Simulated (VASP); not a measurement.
## Al17P16 (a cell with a defect): single point with PBE

The system is Al17P16 (a cell with a defect).

```
CELL_PARAMETERS angstrom
5.50734 5.50734 -5.50734
-5.50734 -5.50734 -5.50734
-5.50734 5.50734 5.50734
ATOMIC_POSITIONS crystal
Al 0.24837 0.99896 0.74794
Al 0.49841 0.74909 0.74798
Al 0.73677 0.49899 0.73638
Al 0.74838 0.99905 0.24790
Al 0.99837 0.98910 0.99784
Al 0.25994 0.76057 0.99801
Al 0.48854 0.49905 0.99794
Al 0.73696 0.23760 0.99799
Al 0.99849 0.23752 0.73638
Al 0.50829 0.00888 0.50787
Al 0.74841 0.74907 0.49793
Al 0.99851 0.76072 0.25952
Al 0.25992 0.49907 0.25956
Al 0.49840 0.24907 0.24790
Al 0.99836 0.49900 0.48813
Al 0.24846 0.24905 0.49793
Al 0.99838 0.49901 0.99794
P 0.24943 0.00288 0.99797
P 0.50224 0.75005 0.99794
P 0.74807 0.49918 0.99801
P 0.74563 0.99525 0.49408
P 0.99839 0.00297 0.24893
P 0.24883 0.74948 0.24841
P 0.50219 0.49903 0.24894
P 0.74739 0.24807 0.25076
P 0.99846 0.24867 0.99791
P 0.49462 0.99526 0.74519
P 0.74730 0.75183 0.74687
P 0.99839 0.75004 0.50177
P 0.24943 0.49907 0.50191
P 0.49457 0.24614 0.49400
P 0.99838 0.49905 0.74758
P 0.25130 0.24795 0.74689
```

This cell differs from its parent crystal: with an interstitial atom, then relaxed in part.

| Property | Result |
| --- | --- |
| Program | VASP 6.6.1 |
| Task | single point |
| Functional | PBE |
| Potentials or basis | VASP PAW PBE potentials, release 64 (Al, P) |
| Cutoff | 400 eV |
| k mesh | 2 × 2 × 2, shifted |
| Occupations | gaussian, width 0.01 eV |
| Spin | collinear spin |
| Dipole correction | no |
| Charge | 2 |
| Further INCAR settings | LREAL = Auto; ALGO = Normal; EDIFF = 1e-06; NBANDS = 92; NELECT = 129.0 |

```yaml
Largest_force: 0.008 eV/Å
Net_moment: 0.50 μB per cell
Site_moments: Al +0.00, +0.01, +0.04 (each value once); P +0.00 μB
Valence_electrons_inside_the_program's_atomic_spheres: Al 0.77, 0.76, 0.78 (each value once); P 2.59, 2.55 (each value once)
```

Forces in eV/Å, atoms in the order of the input:
```
Al   0.001  0.001 -0.001
Al   0.000  0.000  0.000
Al   0.000  0.005 -0.002
Al   0.000  0.000 -0.001
Al  -0.002  0.001  0.001
Al   0.001  0.000  0.003
Al  -0.002 -0.001  0.002
Al   0.000 -0.001 -0.004
Al  -0.005  0.000 -0.001
Al   0.000  0.000 -0.005
Al   0.001 -0.002  0.001
Al   0.003  0.000  0.003
Al   0.001 -0.004  0.000
Al   0.001  0.001  0.000
Al   0.001 -0.003 -0.005
Al   0.001  0.001  0.001
Al  -0.002  0.001 -0.002
P    0.001 -0.001  0.001
P   -0.001  0.000  0.002
P    0.005  0.003  0.000
P   -0.001  0.000  0.005
P    0.001  0.000 -0.001
P    0.005 -0.004  0.005
P   -0.002  0.001 -0.003
P    0.000  0.002  0.000
P   -0.002 -0.002  0.000
P    0.000 -0.001  0.001
P    0.000  0.002 -0.003
P    0.002  0.002  0.000
P    0.000 -0.003 -0.001
P   -0.002  0.001  0.003
P   -0.001  0.002  0.003
P   -0.004  0.000 -0.002
```

Levels at points of the mesh, in eV from the Fermi level:
Spin up:
| k point | band 62 | band 63 | band 64 | band 65 | band 66 | band 67 | band 68 | band 69 |
| --- | --- | --- | --- | --- | --- | --- | --- | --- |
| (0.25, 0.25, 0.25) | -2.05 | -2.05 | -2.05 | -0.18 | 0.64 | 0.65 | 0.65 | 1.10 |
Spin down:
```
           k point  band 61  band 62  band 63  band 64  band 65  band 66  band 67  band 68
(0.25, 0.25, 0.25)    -2.10    -2.05    -2.05    -2.04    -0.11     0.70     0.70     0.70
```

Wall time 13 min on 1 thread of Oxide Virtual Turin-like Processor, with other jobs on the host, peak memory 0.82 GiB.

Caveat: the k points lie up to 0.40 Å⁻¹ apart; the cell carries a net charge on a neutralising background, which shifts energy and pressure; the cell differs from its parent crystal (with an interstitial atom, then relaxed in part); the cell is charged against a uniform background, so pressure and absolute levels hang on convention.
